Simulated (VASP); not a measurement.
# CO2 (I-42d) in VASP: single point with r2SCANh

Aim: the single point of CO2 with r2SCANh.

Everything below comes from runs of VASP 6.6.1. Logs are shortened: lines on timing, memory, paths and dates and some standing lists are left out, and cuts for length are marked.

## (1) The cell of the first run

It takes space group I-42d (No. 122, tetragonal). Conventional cell: a = 3.910 Å, b = 3.910 Å, c = 5.935 Å, α = 90.00°, β = 90.00°, γ = 90.00°. Within 1.9 Å of C (site symmetry -4) lie 4 O at 1.39 Å. O (site symmetry 2) has 2 C at 1.39 Å within 1.9 Å.

## (2) Single point, r2SCANh

The input, POSCAR:

```
CO2
1.0
   -1.9548127153      1.9548127153      2.9673315043
    1.9548127153     -1.9548127153      2.9673315043
    1.9548127153      1.9548127153     -2.9673315043
C O
2 4
Direct
    0.0000000000      0.0000000000      0.0000000000
    0.7500000000      0.2500000000      0.5000000000
    0.3750000000      0.2923507872      0.4173507872
    0.7076492128      0.1250000000      0.0826492128
    0.8750000000      0.9576492128      0.5826492128
    0.0423507872      0.6250000000      0.9173507872
```

The input, INCAR.step1:

```
  PREC = Accurate
  ENCUT = 520
  EDIFF = 1E-5
  ISMEAR = 0
  SIGMA = 0.01
  LREAL = False
  LASPH = True
  NELM = 60
  ALGO = Normal
  ISIF = 2
  LWAVE = True
  LCHARG = False
  GGA = PE
  NBANDS = 25
  KPAR = 4
```

The input, INCAR.step2:

```
  PREC = Accurate
  ENCUT = 520
  EDIFF = 1E-7
  ISMEAR = 0
  SIGMA = 0.01
  LREAL = False
  LASPH = True
  NELM = 60
  ALGO = Normal
  ISIF = 2
  LWAVE = False
  LCHARG = False
  METAGGA = R2SCAN
  LHFCALC = True
  AEXX = 0.1
  LMIXTAU = True
  PRECFOCK = Fast
  ISTART = 1
  NBANDS = 25
  KPAR = 4
```

The input, KPOINTS:

```
Automatic mesh
0
Gamma
  6 6 6
```

Potentials or basis: VASP PAW PBE potentials, release 64 (C, O).

Launch:

```
$ cat potpaw_PBE.64/C/POTCAR potpaw_PBE.64/O/POTCAR > POTCAR
$ cp INCAR.step1 INCAR
$ mpirun -np 4 vasp_std > vasp.out
$ cp INCAR.step2 INCAR
$ mpirun -np 4 vasp_std > vasp.out
```

OUTCAR:

```text
PREC = Accurate
   ENCUT = 520
   EDIFF = 1E-7
   ISMEAR = 0
   LREAL = False
   LASPH = True
   NELM = 60
   ISIF = 2
   METAGGA = R2SCAN
   LHFCALC = True
   AEXX = 0.1
   PRECFOCK = Fast
   ISTART = 1

 ion  position               nearest neighbor table
   1  0.000  0.000  0.000-   3 1.39   4 1.39   5 1.39   6 1.39
   2  0.750  0.250  0.500-   3 1.39   4 1.39   5 1.39   6 1.39
   3  0.375  0.292  0.417-   1 1.39   2 1.39
   4  0.708  0.125  0.083-   1 1.39   2 1.39
   5  0.875  0.958  0.583-   1 1.39   2 1.39
   6  0.042  0.625  0.917-   1 1.39   2 1.39

  LATTYP: Found a body centered tetragonal cell.
 ALAT       =     3.9096254306
 C/A-ratio  =     1.5179620437

  Lattice vectors:

 A1 = (  -1.9548127153,   1.9548127153,   2.9673315043)
 A2 = (   1.9548127153,  -1.9548127153,   2.9673315043)
 A3 = (   1.9548127153,   1.9548127153,  -2.9673315043)

Analysis of symmetry for initial positions (statically):
=====================================================================
 Subroutine PRICEL returns:
 Original cell was already a primitive cell.

 Routine SETGRP: Setting up the symmetry group for a
 body centered tetragonal supercell.

 Subroutine GETGRP returns: Found  8 space group operations
 (whereof  4 operations were pure point group operations)
 out of a pool of 16 trial point group operations.

The static configuration has the point symmetry S_4 .
 The point group associated with its full space group is D_2d.

Analysis of symmetry for dynamics (positions and initial velocities):
=====================================================================
 Subroutine PRICEL returns:
 Original cell was already a primitive cell.

 Routine SETGRP: Setting up the symmetry group for a
 body centered tetragonal supercell.

 Subroutine GETGRP returns: Found  8 space group operations
 (whereof  4 operations were pure point group operations)
 out of a pool of 16 trial point group operations.

The dynamic configuration has the point symmetry S_4 .
 The point group associated with its full space group is D_2d.

 Subroutine INISYM returns: Found  8 space group operations
 (whereof  4 operations are pure point group operations),
 and found     1 'primitive' translations

----------------------------------------------------------------------------------------

                                     Primitive cell

  volume of cell :      45.3562

  direct lattice vectors                    reciprocal lattice vectors
    -1.954812715  1.954812715  2.967331504     0.000000000  0.255778979  0.168501564
     1.954812715 -1.954812715  2.967331504     0.255778979  0.000000000  0.168501564
     1.954812715  1.954812715 -2.967331504     0.255778979  0.255778979  0.000000000

  length of vectors
     4.055569228  4.055569228  4.055569228     0.306293427  0.306293427  0.361726101

  position of ions in fractional coordinates (direct lattice)
     0.000000000  0.000000000  0.000000000
     0.750000000  0.250000000  0.500000000
     0.375000000  0.292350787  0.417350787
     0.707649213  0.125000000  0.082649213
     0.875000000  0.957649213  0.582649213
     0.042350787  0.625000000  0.917350787

  ion indices of the primitive-cell ions
   primitive index   ion index
                 1           1
                 2           2
                 3           3
                 4           4
                 5           5
                 6           6

----------------------------------------------------------------------------------------

 KPOINTS: Automatic mesh

Automatic generation of k-mesh.
 Grid dimensions read from file:
 generate k-points for:    6    6    6

 Generating k-lattice:

  Cartesian coordinates                     Fractional coordinates (reciprocal lattice)
     0.000000000  0.042629830  0.028083594     0.166666667 -0.000000000  0.000000000
     0.042629830  0.000000000  0.028083594    -0.000000000  0.166666667  0.000000000
     0.042629830  0.042629830  0.000000000     0.000000000  0.000000000  0.166666667

  Length of vectors
     0.051048904  0.051048904  0.060287683

  Shift w.r.t. Gamma in fractional coordinates (k-lattice)
     0.000000000  0.000000000  0.000000000

 Subroutine IBZKPT returns following result:
 ===========================================

 Found     30 irreducible k-points:

 Following reciprocal coordinates:
            Coordinates               Weight
  0.000000  0.000000  0.000000      1.000000
  0.166667  0.000000 -0.000000      8.000000
  0.333333  0.000000 -0.000000      8.000000
  0.500000  0.000000 -0.000000      4.000000
  0.166667  0.166667 -0.000000      8.000000
  0.333333  0.166667 -0.000000     16.000000
[... 16 lines left out ...]
 -0.333333 -0.333333  0.166667      8.000000
 -0.166667 -0.333333  0.166667      8.000000
 [... further k-points ...]
   k-points           NKPTS =     30   k-points in BZ     NKDIM =    216   number of bands    NBANDS=     25
   number of dos      NEDOS =    301   number of ions     NIONS =      6
   total plane-waves  NPLWV =  27000
   dimension x,y,z NGX =    30 NGY =   30 NGZ =   30
   dimension x,y,z NGXF=    60 NGYF=   60 NGZF=   60
   ions per type =               2   4
   NGX,Y,Z   is equivalent  to a cutoff of  12.30, 12.30, 12.30 a.u.
   NGXF,Y,Z  is equivalent  to a cutoff of  24.60, 24.60, 24.60 a.u.
 SYSTEM =  unknown system
   PREC   = accura    normal or accurate (medium, high low for compatibility)
   ISTART =      1    job   : 0-new  1-cont  2-samecut
   ICHARG =      0    charge: 1-file 2-atom 10-const
   ISPIN  =      1    spin polarized calculation?
   LNONCOLLINEAR =      F non collinear calculations
   LSORBIT =      F    spin-orbit coupling
   LASPH  =      T    aspherical Exc in radial PAW
   ENCUT  =  520.0 eV  38.22 Ry    6.18 a.u.   7.54  7.54  7.54*2*pi/ulx,y,z
   NELM   =     60;   NELMIN=  2; NELMDL=  0     # of ELM steps
   EDIFF  = 0.1E-06   stopping-criterion for ELM
   LREAL  =      F    real-space projection
   EDIFFG = 0.1E-05   stopping-criterion for IOM
   NSW    =      0    number of steps for IOM
   IBRION =     -1    ionic relax: 0-MD 1-quasi-New 2-CG
   NFREE  =      0    steps in history (QN), initial steepest desc. (CG)
   ISIF   =      2    stress and relaxation
   ISYM   =      3    0-nonsym 1-usesym 2-fastsym
   POTIM  = 0.5000    time-step for ionic-motion
   TEBEG  =    0.0;   TEEND  =   0.0 temperature during run
   PSTRESS=    0.0 pullay stress
   NELECT =      32.0000    total number of electrons
   NUPDOWN=      -1.0000    fix difference up-down
   EMIN   =  10.00;   EMAX   =-10.00  energy-range for DOS
   EFERMI =   0.00;   METHOD = LEGACY
   ISMEAR =     0;   SIGMA  =   0.01  broadening in eV -4-tet -1-fermi 0-gaus
   EFERMI_NEDOS =   21; number of points for ismear=-14 and -15
   IALGO  =     38    algorithm
   IMIX   =      1    mixing-type and parameters
     AMIX     =   0.40;   BMIX     =  1.00
     AMIX_MAG =   1.60;   BMIX_MAG =  1.00
  volume/ion in A,a.u.               =       7.56        51.01
  Fermi-wavevector in a.u.,A,eV,Ry     =   1.457402  2.754090 28.899055  2.124021
  Thomas-Fermi vector in A             =   2.574208
   LORBIT       =      0    0 simple, 1 ext, 2 COOP (PROOUT), +10 PAW based schemes
   METAGGA = R2SCAN    functional components
   LHFCALC =     T    Hartree Fock is set to
   PRECFOCK=fast      Normal, Fast or Accurate (Low or Medium for compatibility)
   ENCUT4O =  -1.0   cutoff for four orbital integrals eV
   NKREDX  =     1    reduce k-point grid by
   NKREDY  =     1    reduce k-point grid by
   NKREDZ  =     1    reduce k-point grid by
   AEXX    =    0.1000 exact exchange contribution
   HFSCREEN=    0.0000 screening length (either q_TF or 0.3 A-1)
   HFSCREENC=   0.0000 screening length for correlation (either q_TF or 0.3 A-1)
   ENCUTFOCK=  -1.0 apply spherical cutoff to Coloumb kernel
   IVDW    =     0    specifies the selected vdW correction
   LEPSILON=     F    determine dielectric tensor
   LRPA    =     F    only Hartree local field effects (RPA)
 non-spin polarized calculation
 Gauss-broadening in eV      SIGMA  =   0.01
  energy-cutoff  :      520.00
  volume of cell :       45.36
 maximum number of plane-waves:      1234
  NGX = 18; NGY = 18; NGZ = 18

 number of electron      31.9999977 magnetization

 Free energy of the ion-electron system (eV)
  ---------------------------------------------------
  ext. energy  EPLUGINS =         0.00000000
  ---------------------------------------------------
  free energy    TOTEN  =       -54.63521368 eV

  energy without entropy =      -54.63521368  energy(sigma->0) =      -54.63521368

 E-fermi :   1.4557     XC(G=0): -10.9883

 val. band max:        1.3623274031   @ k =   0.5000   0.0000  -0.0000
 cond. band min:      10.9055010989   @ k =   0.0000   0.0000   0.0000
 fundamental gap:      9.5431736957
 Fermi energy:         1.4557349835

 k-point     1 :       0.0000    0.0000    0.0000
  band No.  band energies     occupation
      1     -24.6120      2.00000
      2     -19.1400      2.00000
      3     -19.1400      2.00000
      4     -18.4044      2.00000
      5     -14.1047      2.00000
      6      -8.7290      2.00000
[... 17 lines left out ...]
     24      19.1194      0.00000
     25      19.1194      0.00000

 k-point     2 :       0.1667    0.0000   -0.0000
  band No.  band energies     occupation
      1     -24.4187      2.00000
      2     -19.5792      2.00000
      3     -19.1869      2.00000
      4     -18.6135      2.00000
      5     -13.5427      2.00000
      6      -8.7208      2.00000
[... 17 lines left out ...]
     24      18.9718      0.00000
     25      19.3357      0.00000

 k-point     3 :       0.3333    0.0000   -0.0000
  band No.  band energies     occupation
      1     -23.9146      2.00000
      2     -20.6307      2.00000
      3     -19.2586      2.00000
      4     -18.7945      2.00000
      5     -12.6203      2.00000
      6      -8.7106      2.00000
[... 17 lines left out ...]
     24      18.3518      0.00000
     25      19.0637      0.00000

 k-point     4 :       0.5000    0.0000   -0.0000
  band No.  band energies     occupation
      1     -23.5346      2.00000
      2     -21.2551      2.00000
      3     -19.2843      2.00000
      4     -18.8666      2.00000
      5     -12.2285      2.00000
      6      -8.6669      2.00000
[... 17 lines left out ...]
     24      18.1537      0.00000
     25      18.9319      0.00000

 k-point     5 :       0.1667    0.1667   -0.0000
  band No.  band energies     occupation
      1     -24.1139      2.00000
      2     -20.1756      2.00000
      3     -19.2694      2.00000
      4     -18.8336      2.00000
      5     -12.8135      2.00000
      6      -8.8861      2.00000
[... 17 lines left out ...]
     24      18.7618      0.00000
     25      19.1436      0.00000

 k-point     6 :       0.3333    0.1667   -0.0000
  band No.  band energies     occupation
      1     -23.5672      2.00000
      2     -21.1257      2.00000
      3     -19.3397      2.00000
      4     -18.9459      2.00000
      5     -12.0428      2.00000
      6      -9.0111      2.00000
[... 17 lines left out ...]
     24      18.4305      0.00000
     25      18.7257      0.00000
[... 393 lines left out ...]
 k-point    21 :      -0.3333    0.5000    0.1667
  band No.  band energies     occupation
      1     -23.0001      2.00000
      2     -21.8053      2.00000
      3     -19.4084      2.00000
      4     -19.1915      2.00000
      5     -11.0594      2.00000
      6      -9.3730      2.00000
[... 17 lines left out ...]
     24      18.3253      0.00000
     25      18.8053      0.00000

 k-point    22 :      -0.1667    0.5000    0.1667
  band No.  band energies     occupation
      1     -23.4078      2.00000
      2     -21.3333      2.00000
      3     -19.3462      2.00000
      4     -19.0846      2.00000
      5     -11.7019      2.00000
      6      -8.6516      2.00000
[... 17 lines left out ...]
     24      18.2861      0.00000
     25      18.5134      0.00000

 k-point    23 :      -0.3333   -0.3333    0.1667
  band No.  band energies     occupation
      1     -23.4396      2.00000
      2     -21.2096      2.00000
      3     -19.3904      2.00000
      4     -19.2057      2.00000
      5     -11.4187      2.00000
      6      -8.8550      2.00000
[... 17 lines left out ...]
     24      18.3030      0.00000
     25      18.3987      0.00000

 k-point    24 :      -0.1667   -0.3333    0.1667
  band No.  band energies     occupation
      1     -23.9353      2.00000
      2     -20.4118      2.00000
      3     -19.2864      2.00000
      4     -19.1293      2.00000
      5     -12.2429      2.00000
      6      -8.4628      2.00000
[... 17 lines left out ...]
     24      18.4205      0.00000
     25      18.7357      0.00000

 [... further k-points ...]

------------------------ aborting loop because EDIFF is reached ----------------------------------------

  FORCE on cell =-STRESS in cart. coord.  units (eV):
  Direction    XX          YY          ZZ          XY          YZ          ZX
  --------------------------------------------------------------------------------------
  -------------------------------------------------------------------------------------
  Total       -0.3568303     -0.3568303     -0.2371262      0.0000000      0.0000000      0.0000000
  in kB      -12.6048007    -12.6048007     -8.3763294      0.0000000      0.0000000      0.0000000
  external PRESSURE =     -11.1953103 kB  Pullay stress =       0.0000000 kB

 VOLUME and BASIS-vectors are now :
 -----------------------------------------------------------------------------
  energy-cutoff  :      520.00
  volume of cell :       45.36
      direct lattice vectors                 reciprocal lattice vectors
    -1.954812715  1.954812715  2.967331504     0.000000000  0.255778979  0.168501564
     1.954812715 -1.954812715  2.967331504     0.255778979  0.000000000  0.168501564
     1.954812715  1.954812715 -2.967331504     0.255778979  0.255778979  0.000000000

 POSITION                                       TOTAL-FORCE (eV/Angst)
 -----------------------------------------------------------------------------------
      0.00000      0.00000      0.00000        -0.000000      0.000000      0.000000
      0.00000      1.95481      1.48367        -0.000000      0.000000     -0.000000
      0.65428      0.97741      0.74183        -0.091065      0.000000      0.000000
     -0.97741      1.30053      2.22550        -0.000000      0.091065     -0.000000
      1.30053      0.97741      3.70916         0.091065      0.000000     -0.000000
      2.93222      0.65428     -0.74183        -0.000000     -0.091065      0.000000
 -----------------------------------------------------------------------------------
    total drift:                                0.000001      0.000001      0.000002

  FREE ENERGIE OF THE ION-ELECTRON SYSTEM (eV)
  ---------------------------------------------------
  free  energy   TOTEN  =       -54.6352136808 eV

  energy  without entropy=      -54.6352136808  energy(sigma->0) =      -54.63521368
```

It took 31 min on 4 MPI ranks of Intel Xeon Platinum 8488C (Sapphire Rapids), shared host; peak memory 0.2 GiB.

What came out:

| Property | Result |
| --- | --- |
| Free energy | -54.6352 eV |
| Pressure | -1.1 GPa |
| Largest force | 0.091 eV/Å |
| Band gap on the k mesh | 9.54 eV (least direct gap 9.90 eV) |

Forces on the atoms (eV/Å):
```
C    0.000  0.000  0.000
C    0.000  0.000  0.000
O   -0.091  0.000  0.000
O    0.000  0.091  0.000
O    0.091  0.000  0.000
O    0.000 -0.091  0.000
```

Stress tensor (GPa, compression positive):
```
-1.26  0.00  0.00
 0.00 -1.26  0.00
 0.00  0.00 -0.84
```

Levels at points of the mesh, in eV from the valence-band top:
```
           k point  band 14  band 15  band 16  band 17  band 18  band 19
(0.00, 0.00, 0.00)    -0.81    -0.81    -0.36     9.54    11.41    11.55
(0.50, 0.00, 0.00)    -1.52    -0.45     0.00    10.36    11.71    11.89
(0.50, 0.50, 0.00)    -0.73    -0.57    -0.57    11.09    11.09    12.11
(0.50, 0.50, 0.50)    -2.99    -0.07    -0.07    10.96    10.96    13.01
```

Caveat: the PAW data sets were made with another functional, which shifts forces and pressure a little. A k mesh can miss the band edges.
